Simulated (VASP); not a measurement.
# Hf (Im-3m) in VASP: further runs

Hf is run at these levels: BLYP, pbe exchange, lda correlation, LDA+U, PBEsol; tasks: elastic constants, single point, band structure.

All numbers are computed with VASP 6.6.1; they aren't measurements. Logs are shortened: lines on timing, memory, paths and dates and some standing lists are left out, and cuts for length are marked.

## (1) The cell of the first run

It takes space group Im-3m (No. 229, cubic). The conventional cell has a = 3.658 Å, b = 3.658 Å, c = 3.658 Å, α = 90.00°, β = 90.00°, γ = 90.00°. Within 4.2 Å of Hf (site symmetry m-3m) lie 14 Hf at 3.17 to 3.66 Å.

This isn't the form of Hf at room conditions, which is hcp.

## (2) Elastic constants, BLYP (24.46 Å³/atom)

File INCAR:

```
AGGAC = 1.0
AGGAX = 1.0
ALDAC = 0.0
ALDAX = 1.0
ALGO = Normal
EDIFF = 1E-8
ENCUT = 500
GGA = B5
GGA_COMPAT = F
IBRION = 6
ISIF = 3
ISMEAR = -1
LASPH = T
LCHARG = F
LREAL = F
LWAVE = F
NELM = 120
NFREE = 2
NSW = 1
POTIM = 0.015
PREC = Accurate
SIGMA = 0.025
```

File KPOINTS:

```
k-points
0
Gamma
  7 7 7
```

File POSCAR:

```
Hf
1.0
   -1.8287527250      1.8287527250      1.8287527250
    1.8287527250     -1.8287527250      1.8287527250
    1.8287527250      1.8287527250     -1.8287527250
Hf
1
Direct
    0.0000000000      0.0000000000      0.0000000000
```

Potentials or basis: VASP PAW PBE potentials, release 64 (Hf_pv).

Command:

```bash
$ cat potpaw_PBE.64/Hf_pv/POTCAR > POTCAR
$ mpirun -np 1 vasp_std > vasp.out
```

OUTCAR:

```text
EDIFF = 1E-8
   ENCUT = 500
   GGA = B5
   IBRION = 6
   ISIF = 3
   ISMEAR = -1
   LASPH = T
   LREAL = F
   NELM = 120
   NFREE = 2
   NSW = 1
   POTIM = 0.015
   PREC = Accurate

 ion  position               nearest neighbor table
   1  0.000  0.000  0.000-

  LATTYP: Found a body centered cubic cell.
 ALAT       =     3.6575054500

  Lattice vectors:

 A1 = (  -1.8287527250,   1.8287527250,   1.8287527250)
 A2 = (   1.8287527250,  -1.8287527250,   1.8287527250)
 A3 = (   1.8287527250,   1.8287527250,  -1.8287527250)

Analysis of symmetry for initial positions (statically):
=====================================================================
 Subroutine PRICEL returns:
 Original cell was already a primitive cell.

 Routine SETGRP: Setting up the symmetry group for a
 body centered cubic supercell.

 Subroutine GETGRP returns: Found 48 space group operations
 (whereof 48 operations were pure point group operations)
 out of a pool of 48 trial point group operations.

The static configuration has the point symmetry O_h .

Analysis of symmetry for dynamics (positions and initial velocities):
=====================================================================
 Subroutine PRICEL returns:
 Original cell was already a primitive cell.

 Routine SETGRP: Setting up the symmetry group for a
 body centered cubic supercell.

 Subroutine GETGRP returns: Found 48 space group operations
 (whereof 48 operations were pure point group operations)
 out of a pool of 48 trial point group operations.

The dynamic configuration has the point symmetry O_h .

 Subroutine INISYM returns: Found 48 space group operations
 (whereof 48 operations are pure point group operations),
 and found     1 'primitive' translations

----------------------------------------------------------------------------------------

[... 241 lines left out ...]

 number of electron       9.9999998 magnetization

------------------------ aborting loop because EDIFF is reached ----------------------------------------
[... 65 lines left out ...]
--------------------------------------- Ionic step       15  -------------------------------------------

 number of electron       9.9999999 magnetization

 Free energy of the ion-electron system (eV)
  ---------------------------------------------------
  ext. energy  EPLUGINS =         0.00000000
  ---------------------------------------------------
  free energy    TOTEN  =        -8.40988549 eV

  energy without entropy =       -8.40445996  energy(sigma->0) =       -8.40717273

 E-fermi :   4.5145     XC(G=0): -10.3225

 val. band max:        4.4095757196   @ k =  -0.4286   0.4286   0.1429
 cond. band min:       4.5263070317   @ k =  -0.4286  -0.4286   0.1429
 fundamental gap:      0.1167313122
 Fermi energy:         4.5144677104

 k-point     1 :       0.0000    0.0000    0.0000
  band No.  band energies     occupation
      1     -25.6118      2.00000
      2     -25.6118      2.00000
      3     -25.6118      2.00000
      4      -2.1138      2.00000
      5       5.8211      0.00000
      6       5.8211      0.00000
      7       5.8211      0.00000
      8       8.3310      0.00000
      9       8.3310      0.00000
[... 254 lines left out ...]
  FREE ENERGIE OF THE ION-ELECTRON SYSTEM (eV)
  ---------------------------------------------------
  free  energy   TOTEN  =        -8.4098854933 eV

  energy  without entropy=       -8.4044599572  energy(sigma->0) =       -8.40717273

 INTERNAL STRAIN TENSORS FROM STRAINED CELLS
 ============================================

 INTERNAL STRAIN TENSOR FOR ION    1 for displacements in x,y,z  (eV/Angst):
          X           Y           Z          XY          YZ          ZX
  --------------------------------------------------------------------------------
  x     0.00000    -0.00000     0.00000     0.00000     0.00000     0.00000
  y    -0.00000    -0.00000    -0.00000     0.00000     0.00000    -0.00000
  z     0.00000     0.00000     0.00000    -0.00000    -0.00000     0.00000

 INTERNAL STRAIN TENSORS FROM DISPLACED ATOMS
 ============================================

 INTERNAL STRAIN TENSOR FOR ION    1 for displacements in x,y,z  (eV/Angst):
          X           Y           Z          XY          YZ          ZX
  --------------------------------------------------------------------------------
  x     0.00000     0.00000     0.00000     0.00000     0.00000     0.00000
  y     0.00000     0.00000     0.00000     0.00000     0.00000     0.00000
  z     0.00000     0.00000     0.00000     0.00000     0.00000     0.00000

 Eigenvectors and eigenvalues of the dynamical matrix
 ----------------------------------------------------

   1 f/i=    0.000000 THz     0.000000 2PiTHz    0.000000 cm-1     0.000000 meV
             X         Y         Z           dx          dy          dz
      0.000000  0.000000  0.000000     0.989949   -0.141421    0.000000

   2 f/i=    0.000000 THz     0.000000 2PiTHz    0.000000 cm-1     0.000000 meV
             X         Y         Z           dx          dy          dz
      0.000000  0.000000  0.000000     0.000000    0.000000    1.000000

   3 f/i=    0.000000 THz     0.000000 2PiTHz    0.000000 cm-1     0.000000 meV
             X         Y         Z           dx          dy          dz
      0.000000  0.000000  0.000000    -0.141421   -0.989949    0.000000

--------------------------------------------------------------------------------------------------------

 ELASTIC MODULI CONTR FROM IONIC RELAXATION (kBar)
 Direction    XX          YY          ZZ          XY          YZ          ZX
 --------------------------------------------------------------------------------
 XX           0.0000      0.0000      0.0000      0.0000      0.0000      0.0000
 YY           0.0000      0.0000      0.0000      0.0000      0.0000      0.0000
 ZZ           0.0000      0.0000      0.0000      0.0000      0.0000      0.0000
 XY           0.0000      0.0000      0.0000      0.0000      0.0000      0.0000
 YZ           0.0000      0.0000      0.0000      0.0000      0.0000      0.0000
 ZX           0.0000      0.0000      0.0000      0.0000      0.0000      0.0000
 --------------------------------------------------------------------------------

 TOTAL ELASTIC MODULI (kBar)
 Direction    XX          YY          ZZ          XY          YZ          ZX
 --------------------------------------------------------------------------------
 XX         897.7550    911.0735    911.0735     -0.0000      0.0000      0.0000
 YY         911.0735    897.7550    911.0735     -0.0000     -0.0000     -0.0000
 ZZ         911.0735    911.0735    897.7550      0.0000     -0.0000     -0.0000
 XY          -0.0000     -0.0000      0.0000    380.2165      0.0000      0.0000
 YZ           0.0000     -0.0000     -0.0000      0.0000    380.2165      0.0000
 ZX           0.0000     -0.0000     -0.0000      0.0000      0.0000    380.2165
 --------------------------------------------------------------------------------
```

It took 3.5 min on 1 thread of Intel Xeon Platinum 8488C (Sapphire Rapids), shared host; peak memory 0.17 GiB.

What came out:

```
Elastic constants C11, C12, C44 : 90, 91, 38 GPa
Voigt bulk modulus              : 91 GPa
```

Elastic tensor in Voigt notation (GPa, in the Cartesian axes of the cell as first typed):
```
90 91 91  0  0  0
91 90 91  0  0  0
91 91 90  0  0  0
 0  0  0 38  0  0
 0  0  0  0 38  0
 0  0  0  0  0 38
```

Clamped-ion elastic tensor (GPa):
```
90 91 91  0  0  0
91 90 91  0  0  0
91 91 90  0  0  0
 0  0  0 38  0  0
 0  0  0  0 38  0
 0  0  0  0  0 38
```

Caveat: the cell is under stress, which shifts elastic constants; the elastic tensor has a negative eigenvalue, so either the cell is unstable as it stands or the mesh is too thin; the PAW data sets were made with another functional, which shifts forces and pressure a little; spin-orbit coupling is left out, which moves the levels of the heavy elements.

## (3) Single point, pbe exchange, lda correlation, non-collinear spin, typed start (18.82 Å³/atom)

This run uses another cell than the first one, of 18.82 Å³/atom.

File POSCAR:

```
Hf
1.0
   -1.6756135689      1.6756135689      1.6756135689
    1.6756135689     -1.6756135689      1.6756135689
    1.6756135689      1.6756135689     -1.6756135689
Hf
1
Direct
    0.0000000000      0.0000000000      0.0000000000
```

File INCAR.step1:

```
ALGO = Normal
EDIFF = 1E-6
ENCUT = 400
GGA = LIBXC
GGA_COMPAT = False
ISIF = 2
ISMEAR = -1
LASPH = True
LCHARG = True
LIBXC1 = GGA_X_PBE
LIBXC2 = LDA_C_PW
LMAXMIX = 4
LNONCOLLINEAR = True
LORBIT = 11
LREAL = False
LWAVE = False
MAGMOM = 0.011 0.174 0.382
NBANDS = 21
NEDOS = 2001
NELM = 200
PREC = Accurate
SIGMA = 0.01
```

File KPOINTS.step1:

```
k-points
0
Gamma
  8 8 8
```

File INCAR.step2:

```
ALGO = Normal
EDIFF = 1E-6
ENCUT = 400
GGA = LIBXC
GGA_COMPAT = False
ICHARG = 11
ISIF = 2
ISMEAR = -5
LASPH = True
LCHARG = False
LIBXC1 = GGA_X_PBE
LIBXC2 = LDA_C_PW
LMAXMIX = 4
LNONCOLLINEAR = True
LORBIT = 11
LREAL = False
LWAVE = False
MAGMOM = 0.011 0.174 0.382
NEDOS = 1001
NELM = 200
PREC = Accurate
SIGMA = 0.01
```

File KPOINTS.step2:

```
k-points
0
Gamma
  12 12 12
```

Potentials or basis: VASP PAW PBE potentials, release 64 (Hf_pv).

Command:

```bash
$ cat potpaw_PBE.64/Hf_pv/POTCAR > POTCAR
$ cp INCAR.step1 INCAR
$ cp KPOINTS.step1 KPOINTS
$ mpirun -np 1 vasp_ncl > vasp.out
$ cp INCAR.step2 INCAR
$ cp KPOINTS.step2 KPOINTS
$ mpirun -np 1 vasp_ncl > vasp.out
```

OUTCAR:

```text
EDIFF = 1E-6
   ENCUT = 400
   GGA = LIBXC
   ICHARG = 11
   ISIF = 2
   ISMEAR = -5
   LASPH = True
   LNONCOLLINEAR = True
   LORBIT = 11
   LREAL = False
   NELM = 200
   PREC = Accurate

 ion  position               nearest neighbor table
   1  0.000  0.000  0.000-

  LATTYP: Found a body centered cubic cell.
 ALAT       =     3.3512271378

  Lattice vectors:

 A1 = (  -1.6756135689,   1.6756135689,   1.6756135689)
 A2 = (   1.6756135689,  -1.6756135689,   1.6756135689)
 A3 = (   1.6756135689,   1.6756135689,  -1.6756135689)

Analysis of symmetry for initial positions (statically):
=====================================================================
 Subroutine PRICEL returns:
 Original cell was already a primitive cell.

 Routine SETGRP: Setting up the symmetry group for a
 body centered cubic supercell.

 Subroutine GETGRP returns: Found 48 space group operations
 (whereof 48 operations were pure point group operations)
 out of a pool of 48 trial point group operations.

[... 188 lines left out ...]
      6     -23.5180      1.00000
[... 481 lines left out ...]
      5     -23.5291      1.00000
      6     -23.5279      1.00000
[... 10 lines left out ...]
     17      11.9838      0.00000
     18      11.9859      0.00000

 [... further k-points ...]

------------------------ aborting loop because EDIFF is reached ----------------------------------------

  FORCE on cell =-STRESS in cart. coord.  units (eV):
  Direction    XX          YY          ZZ          XY          YZ          ZX
  --------------------------------------------------------------------------------------
  -------------------------------------------------------------------------------------
  Total        3.4601480      3.4599952      3.5235905     -0.0081372      0.0037237      0.0037326
  in kB      294.5938434    294.5808326    299.9952742     -0.6927917      0.3170322      0.3177931
  external PRESSURE =     296.3899834 kB  Pullay stress =       0.0000000 kB

 VOLUME and BASIS-vectors are now :
 -----------------------------------------------------------------------------
  energy-cutoff  :      400.00
  volume of cell :       18.82
      direct lattice vectors                 reciprocal lattice vectors
    -1.675613569  1.675613569  1.675613569     0.000000000  0.298398157  0.298398157
     1.675613569 -1.675613569  1.675613569     0.298398157  0.000000000  0.298398157
     1.675613569  1.675613569 -1.675613569     0.298398157  0.298398157  0.000000000

 POSITION                                       TOTAL-FORCE (eV/Angst)
 -----------------------------------------------------------------------------------
      0.00000      0.00000      0.00000         0.000000     -0.000000      0.000000
 -----------------------------------------------------------------------------------
    total drift:                               -0.000000     -0.000000      0.000000

  FREE ENERGIE OF THE ION-ELECTRON SYSTEM (eV)
  ---------------------------------------------------
  free  energy   TOTEN  =        -7.8210563945 eV

  energy  without entropy=       -7.8210563945  energy(sigma->0) =       -7.82105639

 total charge

# of ion       s       p       d       tot
------------------------------------------
    1        0.420   6.396   1.910   8.726

 magnetization (x)

# of ion       s       p       d       tot
------------------------------------------
    1        0.000  -0.000  -0.000  -0.000

 magnetization (y)

# of ion       s       p       d       tot
------------------------------------------
    1        0.000  -0.000  -0.000  -0.000

 magnetization (z)

# of ion       s       p       d       tot
------------------------------------------
    1        0.000  -0.000  -0.001  -0.001
```

OUTCAR.step1:

```text
EDIFF = 1E-6
   ENCUT = 400
   GGA = LIBXC
   ISIF = 2
   ISMEAR = -1
   LASPH = True
   LNONCOLLINEAR = True
   LORBIT = 11
   LREAL = False
   NELM = 200
   PREC = Accurate

[... 817 lines left out ...]

 total charge

# of ion       s       p       d       tot
------------------------------------------
    1        0.424   6.418   1.884   8.727

 magnetization (x)

# of ion       s       p       d       tot
------------------------------------------
    1        0.000   0.001   0.004   0.005

 magnetization (y)

# of ion       s       p       d       tot
------------------------------------------
    1       -0.000  -0.001  -0.003  -0.004

 magnetization (z)

# of ion       s       p       d       tot
------------------------------------------
    1        0.000   0.000   0.000   0.000
```

Run time: 3.3 min. Hardware: 1 thread of Intel Xeon 6975P-C (Granite Rapids), shared host; peak memory 0.39 GiB.

Results:

```yaml
Net_moment: 0.00 μB per cell
Valence_electrons_inside_the_program's_atomic_spheres: Hf 8.73
```

Moments on the atoms (μB; x, y, z):
```
Hf  0.00 0.00 0.00
```

Caveat: the PAW data sets were made with another functional, which shifts forces and pressure a little; spin-orbit coupling is left out, which moves the levels of the heavy elements; tetrahedron occupations give inexact forces and stress in metals.

## (4) Single point, LDA+U, non-collinear spin, zero start, spin-orbit coupling

This run uses another cell than the first one, of 23.52 Å³/atom.

File INCAR:

```
  PREC = Accurate
  ENCUT = 520
  EDIFF = 1E-6
  ISMEAR = -5
  SIGMA = 0.05
  LREAL = F
  LASPH = T
  NELM = 150
  ALGO = Fast
  ISIF = 2
  LWAVE = F
  LCHARG = F
  MAGMOM = 0 0 0
  LORBIT = 11
  LSORBIT = T
  GGA_COMPAT = F
  LORBMOM = T
  LMAXMIX = 4
  LDAU = T
  LDAUTYPE = 2
  LDAUL = 2
  LDAUU = 7
  LDAUJ = 0
  LDAUPRINT = 1
  GGA = CA
  NBANDS = 21
```

File KPOINTS:

```
Automatic mesh
0
Gamma
  10 10 10
```

File POSCAR:

```
Hf
1.0
   -1.8050000000      1.8050000000      1.8050000000
    1.8050000000     -1.8050000000      1.8050000000
    1.8050000000      1.8050000000     -1.8050000000
Hf
1
Direct
    0.0000000000      0.0000000000      0.0000000000
```

Potentials or basis: VASP PAW LDA potentials, release 64 (Hf_pv).

Command:

```bash
$ cat potpaw_LDA.64/Hf_pv/POTCAR > POTCAR
$ mpirun -np 1 vasp_ncl > vasp.out
```

It took 49 s on 1 thread of Intel Xeon Platinum 8259CL at 2.50GHz (Skylake/Cascade Lake), shared host; peak memory 0.19 GiB.

Results (log left out):

- Free energy: -6.9075 eV
- Pressure: 10.9 GPa
- Net moment: 0.00 μB per cell
- Valence electrons inside the program's atomic spheres: Hf 8.24

Moments on the atoms (μB; x, y, z):
```
Hf  0.00 0.00 0.00
```

Caveat: the cell stands under pressure; the U is typed as a test and isn't derived for this compound.

## (5) Band structure, PBEsol, non-collinear spin, zero start, spin-orbit coupling

This run uses another cell than the first one, of 23.52 Å³/atom.

File INCAR:

```
SYSTEM = Hf
GGA = PS
LSORBIT = .TRUE.
MAGMOM = 0 0 0
LORBIT = 11
ISMEAR = -1
SIGMA = 0.02
LWAVE = .FALSE.
LCHARG = .FALSE.
NBANDS = 58
PREC = Accurate
LASPH = .TRUE.
LREAL = .FALSE.
ALGO = Normal
EDIFF = 1E-6
NELM = 200
GGA_COMPAT = .FALSE.
ENCUT = 500
LMAXMIX = 4
KPAR = 2
```

File KPOINTS:

```
Automatic mesh
0
Gamma
  24 24 24
  0 0 0
```

File KPOINTS_OPT:

```
path GHNGPH,PN
12
line-mode
reciprocal
 0.0000000000  0.0000000000  0.0000000000  G
 0.5000000000 -0.5000000000  0.5000000000  H

 0.5000000000 -0.5000000000  0.5000000000  H
 0.0000000000  0.0000000000  0.5000000000  N

 0.0000000000  0.0000000000  0.5000000000  N
 0.0000000000  0.0000000000  0.0000000000  G

 0.0000000000  0.0000000000  0.0000000000  G
 0.2500000000  0.2500000000  0.2500000000  P

 0.2500000000  0.2500000000  0.2500000000  P
 0.5000000000 -0.5000000000  0.5000000000  H

 0.2500000000  0.2500000000  0.2500000000  P
 0.0000000000  0.0000000000  0.5000000000  N
```

POSCAR is that of step 4.

Potentials or basis: VASP PAW PBE potentials, release 64 (Hf_pv).

Command:

```bash
$ cat potpaw_PBE.64/Hf_pv/POTCAR > POTCAR
$ mpirun -np 2 vasp_ncl > vasp.out
```

It took 4 min on 2 MPI ranks of Intel Xeon Platinum 8488C (Sapphire Rapids), shared host; peak memory 1.1 GiB.

The run converged. Its results:

* Free energy: -10.9505 eV
* Pressure: -9.8 GPa
* Net moment: 0.00 μB per cell
* Valence electrons inside the program's atomic spheres: Hf 8.30

Moments on the atoms (μB; x, y, z):
```
Hf  0.00 0.00 0.00
```

Caveat: the cell stands under tension; the PAW data sets were made with another functional, which shifts forces and pressure a little.

## (6) Summary

| task | level | potentials or basis | spin | U | cell | k mesh | cutoff (eV) | smearing | dipole correction | ions in elastic constants | k mesh for the DOS | occupations for the DOS | tolerance level | pressure (GPa) | moment (μB) |
| --- | --- | --- | --- | --- | --- | --- | --- | --- | --- | --- | --- | --- | --- | --- | --- |
| elastic constants | BLYP | VASP PAW PBE potentials, release 64 (Hf_pv) | off | - | a = 3.167 Å, angles 109.5°, 1 atom | 7 × 7 × 7 | 500 | fermi-dirac 0.025 eV | no | relaxed | - | - | - | - | - |
| single point | pbe exchange, lda correlation | VASP PAW PBE potentials, release 64 (Hf_pv) | non-collinear, typed start | - | a = 2.902 Å, angles 109.5°, 1 atom | 8 × 8 × 8 | 400 | fermi-dirac 0.01 eV | no | - | 12 × 12 × 12 | tetrahedron | - | - | 0.00 |
| single point | LDA+U | VASP PAW LDA potentials, release 64 (Hf_pv) | non-collinear, zero start, SOC | Hf d U = 7.0 eV | a = 3.126 Å, angles 109.5°, 1 atom | 10 × 10 × 10 | 520 | tetrahedron | no | - | - | - | - | 10.9 | 0.00 |
| band structure | PBEsol | VASP PAW PBE potentials, release 64 (Hf_pv) | non-collinear, zero start, SOC | - | a = 3.126 Å, angles 109.5°, 1 atom | 24 × 24 × 24 | 500 | fermi-dirac 0.02 eV | - | - | - | - | standard | -9.8 | 0.00 |

Caveats: the PAW data sets were made with another functional, which shifts forces and pressure a little (at least some runs); spin-orbit coupling is left out, which moves the levels of the heavy elements (at least some runs); the cell is under stress, which shifts elastic constants (at least some runs); the elastic tensor has a negative eigenvalue, so either the cell is unstable as it stands or the mesh is too thin (at least some runs); tetrahedron occupations give inexact forces and stress in metals (at least some runs); the cell stands under pressure (at least some runs); the U is typed as a test and isn't derived for this compound (at least some runs).

Absolute energies hang on the potentials; compare differences alone.
